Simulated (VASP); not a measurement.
# Sb (P6_3/mmc) in VASP: notebook

The runs below take Sb through relaxation of shape and atoms at fixed volume, with PBEsol.

Program: VASP 6.6.1. These are calculated values, not measurements. Logs are shortened: lines on timing, memory, paths and dates and some standing lists are left out, and cuts for length are marked.

**1. The cell of the first run**

The structure is hexagonal, space group P6_3/mmc (No. 194). The conventional cell has a = 3.021 Å, b = 3.021 Å, c = 4.628 Å, α = 90.00°, β = 90.00°, γ = 120.00°. Within 3.8 Å of Sb (site symmetry -6m2) lie 12 Sb at 2.90 to 3.02 Å.

**2. Relaxation of shape and atoms at fixed volume, PBEsol**

INCAR

```
PREC     = Accurate       # precision mode
ENCUT    = 600            # plane-wave cutoff, eV
EDIFF    = 1E-6           # SCF threshold, eV
ISMEAR   = -1             # smearing method
SIGMA    = 0.1            # smearing width, eV
LREAL    = False          # projectors in reciprocal space
LASPH    = True           # aspherical terms in the spheres
NELM     = 60             # most SCF steps
ALGO     = Normal         # electronic algorithm
ISIF     = 4              # what is computed and relaxed
LWAVE    = False          # write WAVECAR
LCHARG   = False          # write CHGCAR
GGA      = PS             # functional
IBRION   = 2              # ionic algorithm
NSW      = 50             # ionic steps
EDIFFG   = -0.005         # ionic threshold
```

KPOINTS

```
regular mesh
0
Gamma
  13 13 7
```

POSCAR

```
Sb
1.0
    3.0210469180      0.0000000000      0.0000000000
   -1.5105234590      2.6163033770      0.0000000000
    0.0000000000      0.0000000000      4.6275265513
Sb
2
Direct
    0.3333333333      0.6666666667      0.2500000000
    0.6666666667      0.3333333333      0.7500000000
```

Potentials or basis: VASP PAW PBE potentials, release 64 (Sb).

Command:

```bash
$ cat potpaw_PBE.64/Sb/POTCAR > POTCAR
$ mpirun -np 1 vasp_std > vasp.out
```

OUTCAR:

```text
PREC = Accurate
   ENCUT = 600
   EDIFF = 1E-6
   ISMEAR = -1
   LREAL = False
   LASPH = True
   NELM = 60
   ISIF = 4
   GGA = PS
   IBRION = 2
   NSW = 50
   EDIFFG = -0.005

 ion  position               nearest neighbor table
   1  0.333  0.667  0.250-   2 2.90   2 2.90   2 2.90   2 2.90   2 2.90   2 2.90
   2  0.667  0.333  0.750-   1 2.90   1 2.90   1 2.90   1 2.90   1 2.90   1 2.90

  LATTYP: Found a hexagonal cell.
 ALAT       =     3.0210469180
 C/A-ratio  =     1.5317625568

  Lattice vectors:

 A1 = (   3.0210469180,   0.0000000000,   0.0000000000)
 A2 = (  -1.5105234590,   2.6163033770,   0.0000000000)
 A3 = (   0.0000000000,   0.0000000000,   4.6275265513)

Analysis of symmetry for initial positions (statically):
=====================================================================
 Subroutine PRICEL returns:
 Original cell was already a primitive cell.

 Routine SETGRP: Setting up the symmetry group for a
 hexagonal supercell.

 Subroutine GETGRP returns: Found 24 space group operations
 (whereof 12 operations were pure point group operations)
 out of a pool of 24 trial point group operations.

The static configuration has the point symmetry D_3d.
 The point group associated with its full space group is D_6h.

Analysis of symmetry for dynamics (positions and initial velocities):
=====================================================================
 Subroutine PRICEL returns:
 Original cell was already a primitive cell.

 Routine SETGRP: Setting up the symmetry group for a
 hexagonal supercell.

 Subroutine GETGRP returns: Found 24 space group operations
 (whereof 12 operations were pure point group operations)
 out of a pool of 24 trial point group operations.

The dynamic configuration has the point symmetry D_3d.
 The point group associated with its full space group is D_6h.

 Subroutine INISYM returns: Found 24 space group operations
 (whereof 12 operations are pure point group operations),
 and found     1 'primitive' translations

----------------------------------------------------------------------------------------

                                     Primitive cell

  volume of cell :      36.5759

  direct lattice vectors                    reciprocal lattice vectors
     3.021046918  0.000000000  0.000000000     0.331011079  0.191109336  0.000000000
    -1.510523459  2.616303377  0.000000000     0.000000000  0.382218671  0.000000000
     0.000000000  0.000000000  4.627526551     0.000000000  0.000000000  0.216098166

  length of vectors
     3.021046918  3.021046918  4.627526551     0.382218671  0.382218671  0.216098166

  position of ions in fractional coordinates (direct lattice)
     0.333333333  0.666666667  0.250000000
     0.666666667  0.333333333  0.750000000

  ion indices of the primitive-cell ions
   primitive index   ion index
                 1           1
                 2           2

----------------------------------------------------------------------------------------

 KPOINTS: regular mesh

Automatic generation of k-mesh.
 Grid dimensions read from file:
 generate k-points for:   13   13    7

 Generating k-lattice:

  Cartesian coordinates                     Fractional coordinates (reciprocal lattice)
     0.025462391  0.014700718  0.000000000     0.076923077 -0.000000000  0.000000000
     0.000000000  0.029401436  0.000000000     0.000000000  0.076923077  0.000000000
     0.000000000  0.000000000  0.030871167     0.000000000  0.000000000  0.142857143

  Length of vectors
     0.029401436  0.029401436  0.030871167

  Shift w.r.t. Gamma in fractional coordinates (k-lattice)
     0.000000000  0.000000000  0.000000000

 Subroutine IBZKPT returns following result:
 ===========================================

 Found     84 irreducible k-points:

 Following reciprocal coordinates:
            Coordinates               Weight
  0.000000  0.000000  0.000000      1.000000
  0.076923 -0.000000  0.000000      6.000000
  0.153846 -0.000000  0.000000      6.000000
  0.230769  0.000000  0.000000      6.000000
  0.307692 -0.000000  0.000000      6.000000
  0.384615  0.000000  0.000000      6.000000
[... 16 lines left out ...]
  0.076923 -0.000000  0.142857     12.000000
  0.153846 -0.000000  0.142857     12.000000
 [... further k-points ...]
   k-points           NKPTS =     84   k-points in BZ     NKDIM =     84   number of bands    NBANDS=      9
   number of dos      NEDOS =    301   number of ions     NIONS =      2
   total plane-waves  NPLWV =  23040
   dimension x,y,z NGX =    24 NGY =   24 NGZ =   40
   dimension x,y,z NGXF=    48 NGYF=   48 NGZF=   80
   ions per type =               2
   NGX,Y,Z   is equivalent  to a cutoff of  13.21, 13.21, 14.37 a.u.
   NGXF,Y,Z  is equivalent  to a cutoff of  26.41, 26.41, 28.74 a.u.
 SYSTEM =  unknown system
   PREC   = accura    normal or accurate (medium, high low for compatibility)
   ISTART =      0    job   : 0-new  1-cont  2-samecut
   ICHARG =      2    charge: 1-file 2-atom 10-const
   ISPIN  =      1    spin polarized calculation?
   LNONCOLLINEAR =      F non collinear calculations
   LSORBIT =      F    spin-orbit coupling
   LASPH  =      T    aspherical Exc in radial PAW
   ENCUT  =  600.0 eV  44.10 Ry    6.64 a.u.   6.03  6.03  9.24*2*pi/ulx,y,z
   NELM   =     60;   NELMIN=  2; NELMDL= -5     # of ELM steps
   EDIFF  = 0.1E-05   stopping-criterion for ELM
   LREAL  =      F    real-space projection
   EDIFFG = -.5E-02   stopping-criterion for IOM
   NSW    =     50    number of steps for IOM
   IBRION =      2    ionic relax: 0-MD 1-quasi-New 2-CG
   NFREE  =      1    steps in history (QN), initial steepest desc. (CG)
   ISIF   =      4    stress and relaxation
   ISYM   =      2    0-nonsym 1-usesym 2-fastsym
   POTIM  = 0.5000    time-step for ionic-motion
   TEBEG  =    0.0;   TEEND  =   0.0 temperature during run
   PSTRESS=    0.0 pullay stress
   NELECT =      10.0000    total number of electrons
   NUPDOWN=      -1.0000    fix difference up-down
   EMIN   =  10.00;   EMAX   =-10.00  energy-range for DOS
   EFERMI =   0.00;   METHOD = LEGACY
   ISMEAR =    -1;   SIGMA  =   0.10  broadening in eV -4-tet -1-fermi 0-gaus
   EFERMI_NEDOS =   21; number of points for ismear=-14 and -15
   IALGO  =     38    algorithm
   IMIX   =      4    mixing-type and parameters
     AMIX     =   0.40;   BMIX     =  1.00
     AMIX_MAG =   1.60;   BMIX_MAG =  1.00
  volume/ion in A,a.u.               =      18.29       123.41
  Fermi-wavevector in a.u.,A,eV,Ry     =   1.062535  2.007900 15.360720  1.128981
  Thomas-Fermi vector in A             =   2.197989
   LORBIT       =      0    0 simple, 1 ext, 2 COOP (PROOUT), +10 PAW based schemes
   GGA     = PS    functional components
   LHFCALC =     F    Hartree Fock is set to
   AEXX    =    0.0000 exact exchange contribution
   IVDW    =     0    specifies the selected vdW correction
   LEPSILON=     F    determine dielectric tensor
   LRPA    =     F    only Hartree local field effects (RPA)
 conjugate gradient relaxation of ions
 non-spin polarized calculation
  energy-cutoff  :      600.00
  volume of cell :       36.58
 maximum number of plane-waves:      1237
   NGX = 13   NGY = 13   NGZ = 19

--------------------------------------- Ionic step        1  -------------------------------------------

 number of electron      10.0000000 magnetization

 number of electron       9.9999999 magnetization

 Free energy of the ion-electron system (eV)
  ---------------------------------------------------
  ext. energy  EPLUGINS =         0.00000000
  ---------------------------------------------------
  free energy    TOTEN  =        -6.74026645 eV

  energy without entropy =       -6.70947893  energy(sigma->0) =       -6.72487269

------------------------ aborting loop because EDIFF is reached ----------------------------------------

  FORCE on cell =-STRESS in cart. coord.  units (eV):
  Direction    XX          YY          ZZ          XY          YZ          ZX
  --------------------------------------------------------------------------------------
  -------------------------------------------------------------------------------------
  Total       12.5070556     12.5070556     13.4714673     -0.0000000     -0.0000000      0.0000000
  in kB      547.8619894    547.8619894    590.1073077     -0.0000000     -0.0000000      0.0000000
  external PRESSURE =     561.9437621 kB  Pullay stress =       0.0000000 kB
[... 57 lines left out ...]
  energy  without entropy=       -6.7112720471  energy(sigma->0) =       -6.72947383

--------------------------------------- Ionic step        3  -------------------------------------------

 number of electron      10.0000001 magnetization

 Free energy of the ion-electron system (eV)
  ---------------------------------------------------
  ext. energy  EPLUGINS =         0.00000000
  ---------------------------------------------------
  free energy    TOTEN  =        -6.74777240 eV

  energy without entropy =       -6.71066154  energy(sigma->0) =       -6.72921697

 E-fermi :  14.4758     XC(G=0): -12.0877

 val. band max:       14.4526553082   @ k =   0.3077   0.2308   0.1429
 cond. band min:      14.4884792198   @ k =   0.4615   0.0769   0.4286
 fundamental gap:      0.0358239117
 Fermi energy:        14.4757826367

 k-point     1 :       0.0000    0.0000    0.0000
  band No.  band energies     occupation
      1      -2.2978      2.00000
      2       4.6003      2.00000
      3       5.7734      2.00000
      4      19.4159      0.00000
      5      19.4159      0.00000
      6      21.9087      0.00000
      7      21.9087      0.00000
      8      23.2779      0.00000
      9      23.3513      0.00000
[... 265 lines left out ...]
 k-point    24 :       0.1538   -0.0000    0.1429
  band No.  band energies     occupation
      1      -1.5784      2.00000
      2       3.6747      2.00000
      3       8.1158      2.00000
      4      15.1610      0.00211
      5      17.5925      0.00000
      6      19.5384      0.00000
      7      20.8030      0.00000
      8      22.2169      0.00000
      9      22.4537      0.00000

 [... further k-points ...]
[... 5 lines left out ...]
  --------------------------------------------------------------------------------------
  -------------------------------------------------------------------------------------
  Total       12.7582680     12.7582680     12.7725176      0.0000000     -0.0000000      0.0000000
  in kB      558.8661564    558.8661564    559.4903505      0.0000000     -0.0000000      0.0000000
  external PRESSURE =     559.0742211 kB  Pullay stress =       0.0000000 kB
[... 17 lines left out ...]
  FREE ENERGIE OF THE ION-ELECTRON SYSTEM (eV)
  ---------------------------------------------------
  free  energy   TOTEN  =        -6.7477724046 eV

  energy  without entropy=       -6.7106615398  energy(sigma->0) =       -6.72921697

 reached required accuracy - stopping structural energy minimisation
```

It took 65 s on 1 thread of AMD EPYC 7R13, shared host; peak memory 0.15 GiB.

What came out:

```yaml
Free_energy: -6.7478 eV
Energy_gained_by_relaxing: 3.8 meV/atom
Ionic_steps: 3
Pressure_after_relaxing: 55.9 GPa
Band_gap_on_the_k_mesh: zero (band 5 reaches 20.52 eV, above the bottom of band 6 at 10.16 eV)
```

Step by step:
| step | energy change (eV) | largest force (eV/Å) | pressure (GPa) | volume (Å³) |
| --- | --- | --- | --- | --- |
| 1 | 0.0000 | 0.0000 | 56.19 | 36.58 |
| 2 | -0.0074 | 0.0000 | 55.94 | 36.58 |
| 3 | -0.0075 | 0.0000 | 55.91 | 36.58 |

Final structure:
```
Sb
1.0
     2.99475    0.00000    0.00000
    -1.49737    2.59353    0.00000
     0.00000    0.00000    4.70916
Sb
2
Direct
  0.33333 0.66667 0.25000
  0.66667 0.33333 0.75000
```

Caveat: the PAW data sets were made with another functional, which shifts forces and pressure a little; spin-orbit coupling is left out, which moves the levels of the heavy elements.

**3. Relaxation of shape and atoms at fixed volume, PBEsol**

INCAR

```
SYSTEM = Sb
PREC = Accurate
ENCUT = 600
EDIFF = 1E-6
ISMEAR = -4
SIGMA = 0.1
LREAL = .False.
LASPH = .True.
NELM = 60
ALGO = Normal
ISIF = 4
LWAVE = .False.
LCHARG = .False.
GGA = PS
IBRION = 2
NSW = 50
EDIFFG = -0.005
```

KPOINTS

```
regular mesh
0
Gamma
  13 13 7
  0 0 0
```

POSCAR is that of step 2.

Potentials or basis: VASP PAW PBE potentials, release 64 (Sb).

Command:

```bash
$ cat potpaw_PBE.64/Sb/POTCAR > POTCAR
$ mpirun -np 1 vasp_std > vasp.out
```

OUTCAR:

```text
SYSTEM = Sb
   PREC = Accurate
   ENCUT = 600
   EDIFF = 1E-6
   ISMEAR = -4
   LREAL = .False.
   LASPH = .True.
   NELM = 60
   ISIF = 4
   GGA = PS
   IBRION = 2
   NSW = 50
   EDIFFG = -0.005

 ion  position               nearest neighbor table
   1  0.333  0.667  0.250-   2 2.90   2 2.90   2 2.90   2 2.90   2 2.90   2 2.90
   2  0.667  0.333  0.750-   1 2.90   1 2.90   1 2.90   1 2.90   1 2.90   1 2.90

  LATTYP: Found a hexagonal cell.
 ALAT       =     3.0210469180
 C/A-ratio  =     1.5317625568

  Lattice vectors:

 A1 = (   3.0210469180,   0.0000000000,   0.0000000000)
 A2 = (  -1.5105234590,   2.6163033770,   0.0000000000)
 A3 = (   0.0000000000,   0.0000000000,   4.6275265513)

Analysis of symmetry for initial positions (statically):
=====================================================================
[... 296 lines left out ...]

 E-fermi :  14.4832     XC(G=0): -12.0866

 val. band max:       14.7162801278   @ k =   0.4615  -0.0000   0.2857
 cond. band min:      13.6298586773   @ k =   0.3077   0.3077   0.0000
 fundamental gap:     -1.0864214505
 Fermi energy:        14.4831684885

 k-point     1 :       0.0000    0.0000    0.0000
  band No.  band energies     occupation
      1      -2.2954      2.00000
      2       4.5527      2.00000
      3       5.7607      2.00000
      4      19.4743      0.00000
      5      19.4743      0.00000
      6      21.9545      0.00000
      7      21.9545      0.00000
      8      23.3039      0.00000
      9      23.3978      0.00000
[... 265 lines left out ...]
 k-point    24 :       0.1538   -0.0000    0.1429
  band No.  band energies     occupation
      1      -1.5754      2.00000
      2       3.6497      2.00000
      3       8.0829      2.00000
      4      15.2024      0.47862
      5      17.6412      0.00000
      6      19.5667      0.00000
      7      20.8199      0.00000
      8      22.2438      0.00000
      9      22.4032      0.00000

 [... further k-points ...]
[... 5 lines left out ...]
  --------------------------------------------------------------------------------------
  -------------------------------------------------------------------------------------
  Total       12.9771632     12.9771632     12.9783135     -0.0000000      0.0000000     -0.0000000
  in kB      568.4546942    568.4546942    568.5050818     -0.0000000      0.0000000     -0.0000000
  external PRESSURE =     568.4714901 kB  Pullay stress =       0.0000000 kB
[... 17 lines left out ...]
  FREE ENERGIE OF THE ION-ELECTRON SYSTEM (eV)
  ---------------------------------------------------
  free  energy   TOTEN  =        -6.5141432884 eV

  energy  without entropy=       -6.5141432884  energy(sigma->0) =       -6.51414329

 reached required accuracy - stopping structural energy minimisation
```

OSZICAR:

```text
N       E                     dE             d eps       ncg     rms          rms(c)
DAV:   1     0.472957754184E+02    0.47296E+02   -0.42678E+03  1512   0.103E+03
DAV:   2    -0.476272518828E+01   -0.52059E+02   -0.51158E+02  2037   0.151E+02
DAV:   3    -0.652984534635E+01   -0.17671E+01   -0.17292E+01  2003   0.315E+01
[... 22 lines left out ...]
       N       E                     dE             d eps       ncg     rms          rms(c)
DAV:   1    -0.651414967282E+01   -0.21922E-04   -0.63418E-04  1888   0.154E-01    0.134E-02
DAV:   2    -0.651414567585E+01    0.39970E-05   -0.16058E-05  1579   0.336E-02    0.717E-03
DAV:   3    -0.651414327458E+01    0.24013E-05   -0.52751E-06  1608   0.139E-02    0.863E-04
DAV:   4    -0.651414328836E+01   -0.13785E-07   -0.18721E-07   797   0.364E-03
   4 F= -.65141433E+01 E0= -.65141433E+01  d E =-.118137E-01
```

Run time: 86 s. Hardware: 1 thread of AMD EPYC 7R13, shared host; peak memory 0.15 GiB.

What came out:

```
Free energy               : -6.5141 eV
Energy gained by relaxing : 5.9 meV/atom
Ionic steps               : 4
Pressure after relaxing   : 56.8 GPa
Band gap on the k mesh    : zero (band 5 reaches 20.57 eV, above the bottom of band 6 at 10.16 eV)
```

The path:
| step | energy change (eV) | largest force (eV/Å) | pressure (GPa) | volume (Å³) |
| --- | --- | --- | --- | --- |
| 1 | 0.0000 | 0.0000 | 57.04 | 36.58 |
| 2 | -0.0115 | 0.0000 | 56.87 | 36.58 |
| 3 | -0.0118 | 0.0000 | 56.84 | 36.58 |
| 4 | -0.0118 | 0.0000 | 56.85 | 36.58 |

Final structure:
```cif
data_structure
_symmetry_space_group_name_H-M 'P 1'
_symmetry_Int_Tables_number 1
_cell_length_a 2.9914
_cell_length_b 2.9914
_cell_length_c 4.7198
_cell_angle_alpha 90.000
_cell_angle_beta 90.000
_cell_angle_gamma 120.000
_cell_volume 36.58
loop_
_atom_site_label
_atom_site_type_symbol
_atom_site_fract_x
_atom_site_fract_y
_atom_site_fract_z
_atom_site_occupancy
Sb1 Sb 0.33333 0.66667 0.25000 1
Sb2 Sb 0.66667 0.33333 0.75000 1
```

Caveat: the PAW data sets were made with another functional, which shifts forces and pressure a little; spin-orbit coupling is left out, which moves the levels of the heavy elements.
